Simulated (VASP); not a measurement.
A run of VASP 6.6.1:

INCAR

```
  PREC = Accurate
  ENCUT = 520
  EDIFF = 1E-6
  ISMEAR = 0
  SIGMA = 0.01
  LREAL = Auto
  LASPH = T
  NELM = 120
  ALGO = Normal
  ISIF = 2
  LWAVE = F
  LCHARG = F
  GGA = PE
  NBANDS = 125
  GGA_COMPAT = F
```

KPOINTS

```
Automatic mesh
0
Gamma
  1 1 1
  0.25 0.25 0.25
```

File POSCAR:

```
Al14WO24
1.0
    2.4039417600      1.3879164200      4.3742070900
   -4.8078835200      2.7758328500      8.7484141900
    0.0000000000     -5.5516656900      8.7484141900
W Al O
1 14 24
Direct
    0.6446569744      0.3374384034      0.3362500093
    0.1530908814      0.0781423915      0.0705730875
    0.3789283642      0.1696808999      0.1690576231
    0.6408953632      0.3301012937      0.8156638629
    0.8542331994      0.4266486045      0.9188261022
    0.1487929131      0.0743904541      0.5742904698
    0.3407936943      0.1686307444      0.6890552877
    0.6467873679      0.8155903291      0.3272743496
    0.8477824704      0.9225933701      0.4276793236
    0.1285673293      0.5750603149      0.0856114405
    0.3222601570      0.7004637936      0.1649990744
    0.6569949637      0.8220961688      0.8201966460
    0.8551247739      0.9247141358      0.9253488846
    0.1683898892      0.5729629090      0.5751880654
    0.3614952104      0.6712977894      0.6795042012
    0.4393451615      0.0302562018      0.3754711616
    0.9421504537      0.1270659954      0.2795541485
    0.0755751430      0.3671067805      0.2116485112
    0.7602695868      0.2219600287      0.0233076124
    0.2860042317      0.2668373758      0.4669930654
    0.5666398428      0.4647593719      0.1258092113
    0.4475162456      0.0263754649      0.8768717220
    0.9444320211      0.1266215895      0.7752669542
    0.0586384641      0.3754300672      0.7173615717
    0.7447895752      0.2102456008      0.5378567936
    0.2515480464      0.2763111307      0.9706237091
    0.5276523781      0.4801697868      0.6362984575
    0.4203479689      0.5430768036      0.3654393490
    0.9575954933      0.6423669270      0.2579148718
    0.0496097655      0.8873831476      0.2194917911
    0.7431074084      0.7225621495      0.0289315755
    0.2450377228      0.7814219913      0.4716184067
    0.5577002633      0.9738462286      0.1238981791
    0.4378824644      0.5287236195      0.8832306867
    0.9325917216      0.6262188821      0.7813531813
    0.0570484365      0.8744723299      0.7218016224
    0.7564676000      0.7220510056      0.5264055880
    0.2569264966      0.7844679708      0.9631842907
    0.5540531552      0.9706959969      0.6260514019
```

Potentials or basis: VASP PAW PBE potentials, release 64 (W_sv, Al, O).

Command:

```bash
$ cat potpaw_PBE.64/W_sv/POTCAR potpaw_PBE.64/Al/POTCAR potpaw_PBE.64/O/POTCAR > POTCAR
$ mpirun -np 1 vasp_std > vasp.out
```

Hardware: 1 thread of Intel(R) Xeon(R) Platinum 8488C (Sapphire Rapids), on a shared host.

Problem. Estimate the wall time of this run.

Solution. It took 120 s on 1 thread of Intel(R) Xeon(R) Platinum 8488C (Sapphire Rapids) (shared host), peak memory 0.53 GiB. Counts: scf iterations 16, k points 1.
